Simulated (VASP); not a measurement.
# TiC (Fm-3m) in VASP: a series of runs, part 2 of 2

VASP 6.6.1. Earlier steps stand in the parts before.

**3. Single point, PBE**

This run uses another cell than the first one, of 9.87 Å³/atom, 1.032 times its volume.

File INCAR:

```
PREC     = Accurate       # precision mode
ENCUT    = 520            # plane-wave cutoff, eV
EDIFF    = 1E-6           # SCF threshold, eV
ISMEAR   = 1              # smearing method
SIGMA    = 0.1            # smearing width, eV
LREAL    = False          # projectors in reciprocal space
LASPH    = True           # aspherical terms in the spheres
NELM     = 80             # most SCF steps
ALGO     = Normal         # electronic algorithm
ISIF     = 2              # what is computed and relaxed
LWAVE    = False          # write WAVECAR
LCHARG   = False          # write CHGCAR
GGA      = PE             # functional
NBANDS   = 15             # bands
```

File KPOINTS:

```
Automatic mesh
0
Gamma
  11 11 11
```

File POSCAR:

```
TiC
1.0
    0.0000000000      2.1448076170      2.1448076170
    2.1448076170      0.0000000000      2.1448076170
    2.1448076170      2.1448076170      0.0000000000
Ti C
1 1
Direct
    0.0000000000      0.0000000000      0.0000000000
    0.5000000000      0.5000000000      0.5000000000
```

Potentials or basis: VASP PAW PBE potentials, release 64 (Ti_sv, C).

On the command line:

```
> cat potpaw_PBE.64/Ti_sv/POTCAR potpaw_PBE.64/C/POTCAR > POTCAR
> mpirun -np 1 vasp_std > vasp.out
```

OUTCAR:

```text
PREC = Accurate
   ENCUT = 520
   EDIFF = 1E-6
   ISMEAR = 1
   LREAL = False
   LASPH = True
   NELM = 80
   ISIF = 2
   GGA = PE

 ion  position               nearest neighbor table
   1  0.000  0.000  0.000-   2 2.14   2 2.14   2 2.14   2 2.14   2 2.14   2 2.14
   2  0.500  0.500  0.500-   1 2.14   1 2.14   1 2.14   1 2.14   1 2.14   1 2.14

  LATTYP: Found a face centered cubic cell.
 ALAT       =     4.2896152340

  Lattice vectors:

 A1 = (   0.0000000000,   2.1448076170,   2.1448076170)
 A2 = (   2.1448076170,   0.0000000000,   2.1448076170)
 A3 = (   2.1448076170,   2.1448076170,   0.0000000000)

Analysis of symmetry for initial positions (statically):
=====================================================================
 Subroutine PRICEL returns:
 Original cell was already a primitive cell.

 Routine SETGRP: Setting up the symmetry group for a
 face centered cubic supercell.

 Subroutine GETGRP returns: Found 48 space group operations
 (whereof 48 operations were pure point group operations)
 out of a pool of 48 trial point group operations.

The static configuration has the point symmetry O_h .

Analysis of symmetry for dynamics (positions and initial velocities):
=====================================================================
 Subroutine PRICEL returns:
 Original cell was already a primitive cell.

 Routine SETGRP: Setting up the symmetry group for a
 face centered cubic supercell.

 Subroutine GETGRP returns: Found 48 space group operations
 (whereof 48 operations were pure point group operations)
 out of a pool of 48 trial point group operations.

The dynamic configuration has the point symmetry O_h .

 Subroutine INISYM returns: Found 48 space group operations
 (whereof 48 operations are pure point group operations),
 and found     1 'primitive' translations

----------------------------------------------------------------------------------------

                                     Primitive cell

  volume of cell :      19.7331

  direct lattice vectors                    reciprocal lattice vectors
     0.000000000  2.144807617  2.144807617    -0.233121142  0.233121142  0.233121142
     2.144807617  0.000000000  2.144807617     0.233121142 -0.233121142  0.233121142
     2.144807617  2.144807617  0.000000000     0.233121142  0.233121142 -0.233121142

  length of vectors
     3.033216021  3.033216021  3.033216021     0.403777661  0.403777661  0.403777661

  position of ions in fractional coordinates (direct lattice)
     0.000000000  0.000000000  0.000000000
     0.500000000  0.500000000  0.500000000

  ion indices of the primitive-cell ions
   primitive index   ion index
                 1           1
                 2           2

----------------------------------------------------------------------------------------

 KPOINTS: Automatic mesh

Automatic generation of k-mesh.
 Grid dimensions read from file:
 generate k-points for:   11   11   11

 Generating k-lattice:

  Cartesian coordinates                     Fractional coordinates (reciprocal lattice)
    -0.021192831  0.021192831  0.021192831     0.090909091  0.000000000  0.000000000
     0.021192831 -0.021192831  0.021192831     0.000000000  0.090909091  0.000000000
     0.021192831  0.021192831 -0.021192831     0.000000000  0.000000000  0.090909091

  Length of vectors
     0.036707060  0.036707060  0.036707060

  Shift w.r.t. Gamma in fractional coordinates (k-lattice)
     0.000000000  0.000000000  0.000000000

 Subroutine IBZKPT returns following result:
 ===========================================

 Found     56 irreducible k-points:

 Following reciprocal coordinates:
            Coordinates               Weight
  0.000000  0.000000  0.000000      1.000000
  0.090909  0.000000  0.000000      8.000000
  0.181818  0.000000  0.000000      8.000000
  0.272727  0.000000  0.000000      8.000000
  0.363636  0.000000  0.000000      8.000000
  0.454545  0.000000  0.000000      8.000000
[... 16 lines left out ...]
 -0.272727  0.181818  0.000000     24.000000
 -0.181818  0.181818  0.000000     12.000000
 [... further k-points ...]
   k-points           NKPTS =     56   k-points in BZ     NKDIM =     56   number of bands    NBANDS=     15
   number of dos      NEDOS =    301   number of ions     NIONS =      2
   total plane-waves  NPLWV =  13824
   dimension x,y,z NGX =    24 NGY =   24 NGZ =   24
   dimension x,y,z NGXF=    48 NGYF=   48 NGZF=   48
   ions per type =               1   1
   NGX,Y,Z   is equivalent  to a cutoff of  13.15, 13.15, 13.15 a.u.
   NGXF,Y,Z  is equivalent  to a cutoff of  26.31, 26.31, 26.31 a.u.
 SYSTEM =  unknown system
   PREC   = accura    normal or accurate (medium, high low for compatibility)
   ISTART =      0    job   : 0-new  1-cont  2-samecut
   ICHARG =      2    charge: 1-file 2-atom 10-const
   ISPIN  =      1    spin polarized calculation?
   LNONCOLLINEAR =      F non collinear calculations
   LSORBIT =      F    spin-orbit coupling
   LASPH  =      T    aspherical Exc in radial PAW
   ENCUT  =  520.0 eV  38.22 Ry    6.18 a.u.   5.64  5.64  5.64*2*pi/ulx,y,z
   NELM   =     80;   NELMIN=  2; NELMDL= -5     # of ELM steps
   EDIFF  = 0.1E-05   stopping-criterion for ELM
   LREAL  =      F    real-space projection
[... 7 lines left out ...]
   TEBEG  =    0.0;   TEEND  =   0.0 temperature during run
   PSTRESS=    0.0 pullay stress
   NELECT =      16.0000    total number of electrons
   NUPDOWN=      -1.0000    fix difference up-down
   EMIN   =  10.00;   EMAX   =-10.00  energy-range for DOS
   EFERMI =   0.00;   METHOD = LEGACY
   ISMEAR =     1;   SIGMA  =   0.10  broadening in eV -4-tet -1-fermi 0-gaus
   EFERMI_NEDOS =   21; number of points for ismear=-14 and -15
   IALGO  =     38    algorithm
   IMIX   =      4    mixing-type and parameters
     AMIX     =   0.40;   BMIX     =  1.00
     AMIX_MAG =   1.60;   BMIX_MAG =  1.00
  volume/ion in A,a.u.               =       9.87        66.58
  Fermi-wavevector in a.u.,A,eV,Ry     =   1.526569  2.884797 31.707199  2.330413
  Thomas-Fermi vector in A             =   2.634585
   LORBIT       =      0    0 simple, 1 ext, 2 COOP (PROOUT), +10 PAW based schemes
   GGA     = PE    functional components
   LHFCALC =     F    Hartree Fock is set to
   AEXX    =    0.0000 exact exchange contribution
   IVDW    =     0    specifies the selected vdW correction
   LEPSILON=     F    determine dielectric tensor
   LRPA    =     F    only Hartree local field effects (RPA)
 non-spin polarized calculation
 Methfessel and Paxton  Order N= 1 SIGMA  =   0.10
  energy-cutoff  :      520.00
  volume of cell :       19.73
 maximum number of plane-waves:       539
   NGX = 11   NGY = 11   NGZ = 11

 number of electron      16.0000003 magnetization

 Free energy of the ion-electron system (eV)
  ---------------------------------------------------
  ext. energy  EPLUGINS =         0.00000000
  ---------------------------------------------------
  free energy    TOTEN  =       -18.69301032 eV

  energy without entropy =      -18.69291955  energy(sigma->0) =      -18.69298007

 E-fermi :   9.8723     XC(G=0): -12.8496

 val. band max:        9.7085072812   @ k =   0.4545   0.4545   0.0000
 cond. band min:       9.9101408112   @ k =   0.0909   0.0000   0.0000
 fundamental gap:      0.2016335300
 Fermi energy:         9.8722521997

 k-point     1 :       0.0000    0.0000    0.0000
  band No.  band energies     occupation
      1     -46.7490      2.00000
      2     -22.7569      2.00000
      3     -22.7569      2.00000
      4     -22.7569      2.00000
      5      -2.7746      2.00000
      6      10.4604     -0.00000
      7      10.4604     -0.00000
      8      10.4604     -0.00000
      9      11.4737     -0.00000
     10      11.4737     -0.00000
     11      11.4737     -0.00000
     12      11.5319     -0.00000
     13      11.5319     -0.00000
     14      20.6743      0.00000
     15      23.9071      0.00000
[... 397 lines left out ...]
 k-point    24 :      -0.1818    0.1818    0.0000
  band No.  band energies     occupation
      1     -46.6940      2.00000
      2     -23.0597      2.00000
      3     -22.8757      2.00000
      4     -22.7783      2.00000
      5      -0.9940      2.00000
      6       6.4393      2.00000
      7       7.5220      2.00000
      8       7.7680      2.00000
      9      11.3502     -0.00000
     10      12.5118      0.00000
     11      13.4400      0.00000
     12      14.2968      0.00000
     13      17.2518      0.00000
     14      21.8678      0.00000
     15      23.4959      0.00000

 [... further k-points ...]
[... 5 lines left out ...]
  --------------------------------------------------------------------------------------
  -------------------------------------------------------------------------------------
  Total        1.0196083      1.0196083      1.0196083      0.0000000      0.0000000      0.0000000
  in kB       82.7844753     82.7844753     82.7844753      0.0000000      0.0000000      0.0000000
  external PRESSURE =      82.7844753 kB  Pullay stress =       0.0000000 kB

 VOLUME and BASIS-vectors are now :
 -----------------------------------------------------------------------------
  energy-cutoff  :      520.00
  volume of cell :       19.73
      direct lattice vectors                 reciprocal lattice vectors
     0.000000000  2.144807617  2.144807617    -0.233121142  0.233121142  0.233121142
     2.144807617  0.000000000  2.144807617     0.233121142 -0.233121142  0.233121142
     2.144807617  2.144807617  0.000000000     0.233121142  0.233121142 -0.233121142

 POSITION                                       TOTAL-FORCE (eV/Angst)
 -----------------------------------------------------------------------------------
      0.00000      0.00000      0.00000         0.000000     -0.000000     -0.000000
      2.14481      2.14481      2.14481        -0.000000      0.000000      0.000000
 -----------------------------------------------------------------------------------
    total drift:                                0.000000     -0.000000     -0.000000

  FREE ENERGIE OF THE ION-ELECTRON SYSTEM (eV)
  ---------------------------------------------------
  free  energy   TOTEN  =       -18.6930103232 eV

  energy  without entropy=      -18.6929195517  energy(sigma->0) =      -18.69298007
```

It took 22 s on 1 thread of Intel Xeon 8259CL, shared host; peak memory 0.15 GiB.

Results:

* Free energy: -18.6930 eV
* Pressure: 8.3 GPa
* Band gap on the k mesh: zero (band 8 reaches 10.46 eV, above the bottom of band 9 at 9.34 eV)

**4. Single point, PBE**

This run uses another cell than the first one, of 10.17 Å³/atom, 1.063 times its volume.

File INCAR:

```
SYSTEM = TiC
ALGO = Normal
EDIFF = 1E-6
ENCUT = 520
GGA = PE
ISIF = 2
ISMEAR = 1
LASPH = .True.
LCHARG = .False.
LREAL = .False.
LWAVE = .False.
NBANDS = 15
NELM = 80
PREC = Accurate
SIGMA = 0.1
```

File KPOINTS:

```
k-points
0
Gamma
  11 11 11
  0 0 0
```

File POSCAR:

```
TiC
1.0
    0.0000000000      2.1664738069      2.1664738069
    2.1664738069      0.0000000000      2.1664738069
    2.1664738069      2.1664738069      0.0000000000
Ti C
1 1
Direct
    0.0000000000      0.0000000000      0.0000000000
    0.5000000000      0.5000000000      0.5000000000
```

Potentials or basis: VASP PAW PBE potentials, release 64 (Ti_sv, C).

On the command line:

```
> cat potpaw_PBE.64/Ti_sv/POTCAR potpaw_PBE.64/C/POTCAR > POTCAR
> mpirun -np 1 vasp_std > vasp.out
```

OUTCAR:

```text
SYSTEM = TiC
   EDIFF = 1E-6
   ENCUT = 520
   GGA = PE
   ISIF = 2
   ISMEAR = 1
   LASPH = .True.
   LREAL = .False.
   NELM = 80
   PREC = Accurate

 ion  position               nearest neighbor table
   1  0.000  0.000  0.000-   2 2.17   2 2.17   2 2.17   2 2.17   2 2.17   2 2.17
   2  0.500  0.500  0.500-   1 2.17   1 2.17   1 2.17   1 2.17   1 2.17   1 2.17

  LATTYP: Found a face centered cubic cell.
 ALAT       =     4.3329476138

  Lattice vectors:

 A1 = (   0.0000000000,   2.1664738069,   2.1664738069)
 A2 = (   2.1664738069,   0.0000000000,   2.1664738069)
 A3 = (   2.1664738069,   2.1664738069,   0.0000000000)

Analysis of symmetry for initial positions (statically):
=====================================================================
 Subroutine PRICEL returns:
 Original cell was already a primitive cell.

 Routine SETGRP: Setting up the symmetry group for a
 face centered cubic supercell.

 Subroutine GETGRP returns: Found 48 space group operations
 (whereof 48 operations were pure point group operations)
 out of a pool of 48 trial point group operations.

The static configuration has the point symmetry O_h .

Analysis of symmetry for dynamics (positions and initial velocities):
[... 165 lines left out ...]

 k-point     1 :       0.0000    0.0000    0.0000
  band No.  band energies     occupation
      1     -47.1938      2.00000
      2     -23.2183      2.00000
      3     -23.2183      2.00000
      4     -23.2183      2.00000
      5      -2.9917      2.00000
      6      10.0921     -0.00000
      7      10.0921     -0.00000
      8      10.0921     -0.00000
      9      11.0764     -0.00000
     10      11.0764     -0.00000
     11      11.0764     -0.00000
     12      11.1094     -0.00000
     13      11.1094     -0.00000
     14      19.8672      0.00000
[... 401 lines left out ...]
      2     -23.4887      2.00000
      3     -23.3248      2.00000
      4     -23.2380      2.00000
      5      -1.2741      2.00000
      6       6.1578      2.00000
      7       7.2386      2.00000
      8       7.4704      2.00000
      9      10.9437     -0.00000
     10      12.0458      0.00000
     11      12.9653      0.00000
     12      13.7512      0.00000
     13      16.6399      0.00000
     14      21.1719      0.00000
     15      22.8776      0.00000

 [... further k-points ...]
[... 5 lines left out ...]
  --------------------------------------------------------------------------------------
  -------------------------------------------------------------------------------------
  Total        0.0244164      0.0244164      0.0244164     -0.0000000      0.0000000     -0.0000000
  in kB        1.9235410      1.9235410      1.9235410     -0.0000000      0.0000000     -0.0000000
  external PRESSURE =       1.9235410 kB  Pullay stress =       0.0000000 kB

 VOLUME and BASIS-vectors are now :
 -----------------------------------------------------------------------------
  energy-cutoff  :      520.00
  volume of cell :       20.34
      direct lattice vectors                 reciprocal lattice vectors
     0.000000000  2.166473807  2.166473807    -0.230789774  0.230789774  0.230789774
     2.166473807  0.000000000  2.166473807     0.230789774 -0.230789774  0.230789774
     2.166473807  2.166473807  0.000000000     0.230789774  0.230789774 -0.230789774

 POSITION                                       TOTAL-FORCE (eV/Angst)
 -----------------------------------------------------------------------------------
      0.00000      0.00000      0.00000        -0.000000      0.000000     -0.000000
      2.16647      2.16647      2.16647         0.000000     -0.000000      0.000000
 -----------------------------------------------------------------------------------
    total drift:                                0.000000     -0.000000     -0.000000

  FREE ENERGIE OF THE ION-ELECTRON SYSTEM (eV)
  ---------------------------------------------------
  free  energy   TOTEN  =       -18.7089437868 eV

  energy  without entropy=      -18.7088028792  energy(sigma->0) =      -18.70889682
```

Wall time 25 s (1 thread of Intel Xeon 8259CL, shared host); peak memory 0.15 GiB.

What came out:

```
Free energy            : -18.7089 eV
Pressure               : 0.2 GPa
Band gap on the k mesh : zero (band 8 reaches 10.09 eV, above the bottom of band 9 at 8.99 eV)
```

**5. The runs side by side**

| cell | gap on the mesh (eV) | pressure (GPa) |
| --- | --- | --- |
| a = 3.002 Å, angles 60.0°, 2 atoms | none | 17.6 |
| a = 3.033 Å, angles 60.0°, 2 atoms | none | 8.3 |
| a = 3.064 Å, angles 60.0°, 2 atoms | none | 0.2 |

Alike in all rows: task single point; level PBE; potentials or basis VASP PAW PBE potentials, release 64 (Ti_sv, C); no spin polarisation; k mesh 11 × 11 × 11; cutoff (eV) 520; smearing methfessel-paxton 0.1 eV.

Absolute energies hang on the potentials; compare differences alone.
